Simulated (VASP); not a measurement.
# ZnSe (P4/nmm) in VASP: a series of runs

The runs below take ZnSe through single point, with LDA.

All numbers are computed with VASP 6.6.1; they aren't measurements. Logs are shortened: lines on timing, memory, paths and dates and some standing lists are left out, and cuts for length are marked.

### Step 1. The cell of the first run

It takes space group P4/nmm (No. 129, tetragonal). Conventional cell: a = 3.883 Å, b = 3.883 Å, c = 5.125 Å, α = 90.00°, β = 90.00°, γ = 90.00°. Within 3.2 Å of Zn (site symmetry -4m2) lie 4 Se at 2.41 Å and 4 Zn at 2.75 Å. Within 3.2 Å of Se (site symmetry 4mm) lie 4 Zn at 2.41 Å.

### Step 2. Single point, LDA (atoms displaced along a vibrational mode, the cell strained)

Contents of INCAR:

```
SYSTEM = ZnSe
PREC     = Accurate       ! precision mode
ENCUT    = 520            ! plane-wave cutoff, eV
EDIFF    = 1E-7           ! SCF threshold, eV
ISMEAR   = 0              ! smearing method
SIGMA    = 0.05           ! smearing width, eV
LREAL    = .FALSE.        ! projectors in reciprocal space
LASPH    = .TRUE.         ! aspherical terms in the spheres
NELM     = 100            ! most SCF steps
ALGO     = Normal         ! electronic algorithm
ISIF     = 2              ! what is computed and relaxed
LWAVE    = .FALSE.        ! write WAVECAR
LCHARG   = .FALSE.        ! write CHGCAR
GGA      = CA             ! functional
NBANDS   = 26             ! bands
```

Contents of KPOINTS:

```
Automatic mesh
0
G
  8 8 6
  0 0 0
```

Contents of POSCAR:

```
ZnSe
1.0
    3.8829172310      0.0000000000      0.0000000000
    0.0000000000      3.8829172310      0.0000000000
    0.0000000000      0.0000000000      5.1247381204
Zn Se
2 2
Direct
    0.0000000000      0.0000000000      0.0000000000
    0.5000000000      0.5000000000      0.0000000000
    0.0000000000      0.5000000000      0.2797006005
    0.5000000000      0.0000000000      0.7202993995
```

Potentials or basis: VASP PAW LDA potentials, release 64 (Zn, Se).

Command:

```
$ cat potpaw_LDA.64/Zn/POTCAR potpaw_LDA.64/Se/POTCAR > POTCAR
$ mpirun -np 1 vasp_std > vasp.out
```

OUTCAR:

```text
SYSTEM = ZnSe
   PREC = Accurate
   ENCUT = 520
   EDIFF = 1E-7
   ISMEAR = 0
   LREAL = .FALSE.
   LASPH = .TRUE.
   NELM = 100
   ISIF = 2
   GGA = CA

 ion  position               nearest neighbor table
   1  0.000  0.000  0.000-   3 2.41   4 2.41   3 2.41   4 2.41   2 2.75   2 2.75   2 2.75   2 2.75

   2  0.500  0.500  0.000-   3 2.41   4 2.41   4 2.41   3 2.41   1 2.75   1 2.75   1 2.75   1 2.75

   3  0.000  0.500  0.280-   1 2.41   2 2.41   1 2.41   2 2.41
   4  0.500  0.000  0.720-   1 2.41   2 2.41   2 2.41   1 2.41

  LATTYP: Found a simple tetragonal cell.
 ALAT       =     3.8829172310
 C/A-ratio  =     1.3198164719

  Lattice vectors:

 A1 = (   3.8829172310,   0.0000000000,   0.0000000000)
 A2 = (   0.0000000000,   3.8829172310,   0.0000000000)
 A3 = (   0.0000000000,   0.0000000000,   5.1247381204)

Analysis of symmetry for initial positions (statically):
=====================================================================
 Subroutine PRICEL returns:
 Original cell was already a primitive cell.

 Routine SETGRP: Setting up the symmetry group for a
 simple tetragonal supercell.

 Subroutine GETGRP returns: Found 16 space group operations
 (whereof  8 operations were pure point group operations)
 out of a pool of 16 trial point group operations.

The static configuration has the point symmetry D_2d.
 The point group associated with its full space group is D_4h.

Analysis of symmetry for dynamics (positions and initial velocities):
=====================================================================
 Subroutine PRICEL returns:
 Original cell was already a primitive cell.

 Routine SETGRP: Setting up the symmetry group for a
 simple tetragonal supercell.

 Subroutine GETGRP returns: Found 16 space group operations
 (whereof  8 operations were pure point group operations)
 out of a pool of 16 trial point group operations.

The dynamic configuration has the point symmetry D_2d.
 The point group associated with its full space group is D_4h.

 Subroutine INISYM returns: Found 16 space group operations
 (whereof  8 operations are pure point group operations),
 and found     1 'primitive' translations

----------------------------------------------------------------------------------------

                                     Primitive cell

  volume of cell :      77.2659

  direct lattice vectors                    reciprocal lattice vectors
     3.882917231  0.000000000  0.000000000     0.257538325  0.000000000  0.000000000
     0.000000000  3.882917231  0.000000000     0.000000000  0.257538325  0.000000000
     0.000000000  0.000000000  5.124738120     0.000000000  0.000000000  0.195131922

  length of vectors
     3.882917231  3.882917231  5.124738120     0.257538325  0.257538325  0.195131922

  position of ions in fractional coordinates (direct lattice)
     0.000000000  0.000000000  0.000000000
     0.500000000  0.500000000  0.000000000
     0.000000000  0.500000000  0.279700601
     0.500000000  0.000000000  0.720299400

  ion indices of the primitive-cell ions
   primitive index   ion index
                 1           1
                 2           2
                 3           3
                 4           4

----------------------------------------------------------------------------------------

 KPOINTS: Automatic mesh

Automatic generation of k-mesh.
 Grid dimensions read from file:
 generate k-points for:    8    8    6

 Generating k-lattice:

  Cartesian coordinates                     Fractional coordinates (reciprocal lattice)
     0.032192291  0.000000000  0.000000000     0.125000000  0.000000000  0.000000000
     0.000000000  0.032192291  0.000000000     0.000000000  0.125000000  0.000000000
     0.000000000  0.000000000  0.032521987     0.000000000  0.000000000  0.166666667

  Length of vectors
     0.032192291  0.032192291  0.032521987

  Shift w.r.t. Gamma in fractional coordinates (k-lattice)
     0.000000000  0.000000000  0.000000000

 Subroutine IBZKPT returns following result:
 ===========================================

 Found     60 irreducible k-points:

 Following reciprocal coordinates:
            Coordinates               Weight
  0.000000  0.000000  0.000000      1.000000
  0.125000  0.000000  0.000000      4.000000
  0.250000  0.000000  0.000000      4.000000
  0.375000  0.000000  0.000000      4.000000
  0.500000  0.000000  0.000000      2.000000
  0.125000  0.125000  0.000000      4.000000
[... 16 lines left out ...]
  0.375000  0.125000  0.166667     16.000000
  0.500000  0.125000  0.166667      8.000000
 [... further k-points ...]
   k-points           NKPTS =     60   k-points in BZ     NKDIM =     60   number of bands    NBANDS=     26
   number of dos      NEDOS =    301   number of ions     NIONS =      4
   total plane-waves  NPLWV =  36000
   dimension x,y,z NGX =    30 NGY =   30 NGZ =   40
   dimension x,y,z NGXF=    60 NGYF=   60 NGZF=   80
   ions per type =               2   2
   NGX,Y,Z   is equivalent  to a cutoff of  12.84, 12.84, 12.98 a.u.
   NGXF,Y,Z  is equivalent  to a cutoff of  25.69, 25.69, 25.95 a.u.
 SYSTEM =  ZnSe
   PREC   = accura    normal or accurate (medium, high low for compatibility)
   ISTART =      0    job   : 0-new  1-cont  2-samecut
   ICHARG =      2    charge: 1-file 2-atom 10-const
   ISPIN  =      1    spin polarized calculation?
   LNONCOLLINEAR =      F non collinear calculations
   LSORBIT =      F    spin-orbit coupling
   LASPH  =      T    aspherical Exc in radial PAW
   ENCUT  =  520.0 eV  38.22 Ry    6.18 a.u.   7.22  7.22  9.53*2*pi/ulx,y,z
   NELM   =    100;   NELMIN=  2; NELMDL= -5     # of ELM steps
   EDIFF  = 0.1E-06   stopping-criterion for ELM
   LREAL  =      F    real-space projection
   EDIFFG = 0.1E-05   stopping-criterion for IOM
   NSW    =      0    number of steps for IOM
   IBRION =     -1    ionic relax: 0-MD 1-quasi-New 2-CG
   NFREE  =      0    steps in history (QN), initial steepest desc. (CG)
   ISIF   =      2    stress and relaxation
   ISYM   =      2    0-nonsym 1-usesym 2-fastsym
   POTIM  = 0.5000    time-step for ionic-motion
   TEBEG  =    0.0;   TEEND  =   0.0 temperature during run
   PSTRESS=    0.0 pullay stress
   NELECT =      36.0000    total number of electrons
   NUPDOWN=      -1.0000    fix difference up-down
   EMIN   =  10.00;   EMAX   =-10.00  energy-range for DOS
   EFERMI =   0.00;   METHOD = LEGACY
   ISMEAR =     0;   SIGMA  =   0.05  broadening in eV -4-tet -1-fermi 0-gaus
   EFERMI_NEDOS =   21; number of points for ismear=-14 and -15
   IALGO  =     38    algorithm
   IMIX   =      4    mixing-type and parameters
     AMIX     =   0.40;   BMIX     =  1.00
     AMIX_MAG =   1.60;   BMIX_MAG =  1.00
  volume/ion in A,a.u.               =      19.32       130.35
  Fermi-wavevector in a.u.,A,eV,Ry     =   1.269150  2.398346 21.915478  1.610742
  Thomas-Fermi vector in A             =   2.402207
   LORBIT       =      0    0 simple, 1 ext, 2 COOP (PROOUT), +10 PAW based schemes
   GGA     = CA    functional components
   LHFCALC =     F    Hartree Fock is set to
   AEXX    =    0.0000 exact exchange contribution
   IVDW    =     0    specifies the selected vdW correction
   LEPSILON=     F    determine dielectric tensor
   LRPA    =     F    only Hartree local field effects (RPA)
 non-spin polarized calculation
 Gauss-broadening in eV      SIGMA  =   0.05
  energy-cutoff  :      520.00
  volume of cell :       77.27
 maximum number of plane-waves:      2114
 NGX is ok and might be reduce to    30
   NGX = 15   NGY = 15   NGZ = 19

 number of electron      35.9999942 magnetization

 Free energy of the ion-electron system (eV)
  ---------------------------------------------------
  ext. energy  EPLUGINS =         0.00000000
  ---------------------------------------------------
  free energy    TOTEN  =       -13.89257383 eV

  energy without entropy =      -13.89257383  energy(sigma->0) =      -13.89257383

 E-fermi :   3.3885     XC(G=0): -10.4930

 val. band max:        3.1256159623   @ k =   0.0000   0.0000   0.0000
 cond. band min:       4.7359404610   @ k =   0.0000   0.0000   0.0000
 fundamental gap:      1.6103244987
 Fermi energy:         3.3884541218

 k-point     1 :       0.0000    0.0000    0.0000
  band No.  band energies     occupation
      1     -11.3478      2.00000
      2      -9.6675      2.00000
      3      -4.7741      2.00000
      4      -4.6720      2.00000
      5      -4.5480      2.00000
      6      -4.5480      2.00000
[... 18 lines left out ...]
     25      13.6096      0.00000
     26      14.1963      0.00000

 k-point     2 :       0.1250    0.0000    0.0000
  band No.  band energies     occupation
      1     -11.2551      2.00000
      2      -9.6800      2.00000
      3      -4.7143      2.00000
      4      -4.6598      2.00000
      5      -4.5436      2.00000
      6      -4.5099      2.00000
[... 18 lines left out ...]
     25      12.4640      0.00000
     26      13.1694      0.00000

 k-point     3 :       0.2500    0.0000    0.0000
  band No.  band energies     occupation
      1     -10.9942      2.00000
      2      -9.7436      2.00000
      3      -4.6100      2.00000
      4      -4.5546      2.00000
      5      -4.5162      2.00000
      6      -4.4127      2.00000
[... 18 lines left out ...]
     25      11.1943      0.00000
     26      12.3887      0.00000

 k-point     4 :       0.3750    0.0000    0.0000
  band No.  band energies     occupation
      1     -10.6201      2.00000
      2      -9.9159      2.00000
      3      -4.5124      2.00000
      4      -4.4352      2.00000
      5      -4.3426      2.00000
      6      -4.3266      2.00000
[... 18 lines left out ...]
     25      11.3229      0.00000
     26      11.5879      0.00000

 k-point     5 :       0.5000    0.0000    0.0000
  band No.  band energies     occupation
      1     -10.2257      2.00000
      2     -10.2257      2.00000
      3      -4.3755      2.00000
      4      -4.3755      2.00000
      5      -4.3090      2.00000
      6      -4.3090      2.00000
[... 18 lines left out ...]
     25      11.2086      0.00000
     26      11.2086      0.00000

 k-point     6 :       0.1250    0.1250    0.0000
  band No.  band energies     occupation
      1     -11.1644      2.00000
      2      -9.6874      2.00000
      3      -4.7141      2.00000
      4      -4.6223      2.00000
      5      -4.5107      2.00000
      6      -4.4727      2.00000
[... 427 lines left out ...]
 k-point    21 :       0.1250    0.1250    0.1667
  band No.  band energies     occupation
      1     -11.0869      2.00000
      2      -9.7918      2.00000
      3      -4.7163      2.00000
      4      -4.6266      2.00000
      5      -4.5185      2.00000
      6      -4.4826      2.00000
[... 18 lines left out ...]
     25      10.8510      0.00000
     26      12.8407      0.00000

 k-point    22 :       0.2500    0.1250    0.1667
  band No.  band energies     occupation
      1     -10.8427      2.00000
      2      -9.8109      2.00000
      3      -4.7152      2.00000
      4      -4.5242      2.00000
      5      -4.4167      2.00000
      6      -4.3855      2.00000
[... 18 lines left out ...]
     25      10.2392      0.00000
     26      12.7357      0.00000

 k-point    23 :       0.3750    0.1250    0.1667
  band No.  band energies     occupation
      1     -10.5011      2.00000
      2      -9.9177      2.00000
      3      -4.6507      2.00000
      4      -4.3962      2.00000
      5      -4.3210      2.00000
      6      -4.2936      2.00000
[... 18 lines left out ...]
     25      11.7348      0.00000
     26      12.4727      0.00000

 k-point    24 :       0.5000    0.1250    0.1667
  band No.  band energies     occupation
      1     -10.1593      2.00000
      2     -10.1593      2.00000
      3      -4.4943      2.00000
      4      -4.4943      2.00000
      5      -4.2599      2.00000
      6      -4.2599      2.00000
[... 18 lines left out ...]
     25      12.2051      0.00000
     26      12.2051      0.00000

 [... further k-points ...]

------------------------ aborting loop because EDIFF is reached ----------------------------------------

  FORCE on cell =-STRESS in cart. coord.  units (eV):
  Direction    XX          YY          ZZ          XY          YZ          ZX
  --------------------------------------------------------------------------------------
  -------------------------------------------------------------------------------------
  Total        3.5642204      3.5642204      3.3127617      0.0000000      0.0000000      0.0000000
  in kB       73.9072758     73.9072758     68.6930553      0.0000000      0.0000000      0.0000000
  external PRESSURE =      72.1692023 kB  Pullay stress =       0.0000000 kB

 VOLUME and BASIS-vectors are now :
 -----------------------------------------------------------------------------
  energy-cutoff  :      520.00
  volume of cell :       77.27
      direct lattice vectors                 reciprocal lattice vectors
     3.882917231  0.000000000  0.000000000     0.257538325  0.000000000  0.000000000
     0.000000000  3.882917231  0.000000000     0.000000000  0.257538325  0.000000000
     0.000000000  0.000000000  5.124738120     0.000000000  0.000000000  0.195131922

 POSITION                                       TOTAL-FORCE (eV/Angst)
 -----------------------------------------------------------------------------------
      0.00000      0.00000      0.00000         0.000000     -0.000000      0.000000
      1.94146      1.94146      0.00000         0.000000      0.000000      0.000000
      0.00000      1.94146      1.43339         0.000000     -0.000000      0.958366
      1.94146      0.00000      3.69135         0.000000     -0.000000     -0.958366
 -----------------------------------------------------------------------------------
    total drift:                                0.000000      0.000000      0.000000

  FREE ENERGIE OF THE ION-ELECTRON SYSTEM (eV)
  ---------------------------------------------------
  free  energy   TOTEN  =       -13.8925738315 eV

  energy  without entropy=      -13.8925738315  energy(sigma->0) =      -13.89257383
```

It took 43 s on 1 thread of AMD EPYC 9R45 (Zen 5), shared host; peak memory 0.2 GiB.

What came out:

```
Free energy            : -13.8926 eV
Pressure               : 7.2 GPa
Largest force          : 0.958 eV/Å
Band gap on the k mesh : 1.61 eV
```

Forces on the atoms (eV/Å):
```
Zn   0.000  0.000  0.000
Zn   0.000  0.000  0.000
Se   0.000  0.000  0.958
Se   0.000  0.000 -0.958
```

Stress tensor (GPa, compression positive):
```
7.39 0.00 0.00
0.00 7.39 0.00
0.00 0.00 6.87
```

Caveat: the cell differs from its parent crystal (atoms displaced along a vibrational mode, the cell strained); the cell stands under pressure.

### Step 3. Single point, LDA (atoms displaced along a vibrational mode, the cell strained)

Contents of INCAR:

```
ALGO     = Normal         # electronic algorithm
EDIFF    = 1E-7           # SCF threshold, eV
ENCUT    = 520            # plane-wave cutoff, eV
ISIF     = 2              # what is computed and relaxed
ISMEAR   = 0              # smearing method
LASPH    = T              # aspherical terms in the spheres
LCHARG   = F              # write CHGCAR
LREAL    = F              # projectors in reciprocal space
LWAVE    = F              # write WAVECAR
NBANDS   = 26             # bands
NELM     = 100            # most SCF steps
PREC     = Accurate       # precision mode
SIGMA    = 0.05           # smearing width, eV
```

Contents of KPOINTS:

```
k-points
0
Gamma
  8 8 6
```

Contents of POSCAR:

```
ZnSe
1.0
    3.9159718085      0.0000000000      0.0000000000
    0.0000000000      3.9159718085      0.0000000000
    0.0000000000      0.0000000000      5.1683640962
Zn Se
2 2
Direct
    0.0000000000      0.0000000000      0.0000000000
    0.5000000000      0.5000000000      0.0000000000
    0.0000000000      0.5000000000      0.2797006005
    0.5000000000      0.0000000000      0.7202993995
```

Potentials or basis: VASP PAW LDA potentials, release 64 (Zn, Se).

Command:

```
$ cat potpaw_LDA.64/Zn/POTCAR potpaw_LDA.64/Se/POTCAR > POTCAR
$ mpirun -np 1 vasp_std > vasp.out
```

Wall time 43 s (1 thread of AMD EPYC 9R45 (Zen 5), shared host); peak memory 0.2 GiB.

The run converged. Its results:

```
Free energy            : -13.9664 eV
Pressure               : 4.7 GPa
Largest force          : 0.640 eV/Å
Band gap on the k mesh : 1.60 eV
```

Forces on the atoms (eV/Å):
```
Zn   0.000  0.000  0.000
Zn   0.000  0.000  0.000
Se   0.000  0.000  0.640
Se   0.000  0.000 -0.640
```

Stress tensor (GPa, compression positive):
```
4.81 0.00 0.00
0.00 4.81 0.00
0.00 0.00 4.48
```

Levels at points of the mesh, in eV from the valence-band top:
| k point | band 16 | band 17 | band 18 | band 19 | band 20 | band 21 |
| --- | --- | --- | --- | --- | --- | --- |
| (0.00, 0.00, 0.00) | -0.24 | 0.00 | 0.00 | 1.60 | 1.71 | 2.40 |
| (0.50, 0.00, 0.00) | -2.61 | -1.27 | -1.27 | 3.62 | 3.62 | 5.48 |
| (0.50, 0.50, 0.00) | -2.80 | -2.43 | -2.43 | 2.43 | 2.43 | 2.90 |
| (0.00, 0.00, 0.50) | -1.90 | -0.97 | -0.97 | 2.02 | 3.33 | 4.25 |
| (0.50, 0.00, 0.50) | -1.15 | -0.79 | -0.79 | 2.25 | 2.25 | 5.53 |
| (0.50, 0.50, 0.50) | -3.80 | -3.52 | -3.52 | 5.11 | 5.11 | 5.68 |

Caveat: the cell differs from its parent crystal (atoms displaced along a vibrational mode, the cell strained); the cell stands under pressure.

(Part 1 of 2 ends here.)
